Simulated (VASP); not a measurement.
ZrS:

```
Zr S
1.0
     0.00000    2.62500    2.62500
     2.62500    0.00000    2.62500
     2.62500    2.62500    0.00000
Zr S
1 1
Direct
  0.00000 0.00000 0.00000
  0.50000 0.50000 0.50000
```

* Program: VASP 6.6.1
* Task: relaxation of cell and atoms
* Functional: PBEsol
* Potentials or basis: VASP PAW PBE potentials, release 64 (Zr_sv, S)
* Cutoff: 600 eV
* k mesh: 6 × 6 × 6
* Occupations: gaussian, width 0.1 eV
* Spin: no spin polarisation

At the start: pressure -5.9 GPa; volume 18.09 Å³/atom.

Where does the relaxation end?

Over 3 steps the energy falls by 15.1 meV/atom and the volume is 17.31 Å³/atom (-4.3 %); space group Fm-3m (No. 225, to 0.05 Å).

The path:
```
step  energy change (eV)  largest force (eV/Å)  pressure (GPa)  volume (Å³)
   1              0.0000                0.0000           -5.92        36.18
   2              0.0184                0.0000            8.98        32.79
   3             -0.0301                0.0000           -0.08        34.63
```

Final structure:
```cif
data_structure
_symmetry_space_group_name_H-M 'P 1'
_symmetry_Int_Tables_number 1
_cell_length_a 3.6585
_cell_length_b 3.6585
_cell_length_c 3.6585
_cell_angle_alpha 60.000
_cell_angle_beta 60.000
_cell_angle_gamma 60.000
_cell_volume 34.63
loop_
_atom_site_label
_atom_site_type_symbol
_atom_site_fract_x
_atom_site_fract_y
_atom_site_fract_z
_atom_site_occupancy
Zr1 Zr 0.00000 0.00000 0.00000 1
S1 S 0.50000 0.50000 0.50000 1
```

Caveat: the PAW data sets were made with another functional, which shifts forces and pressure a little.
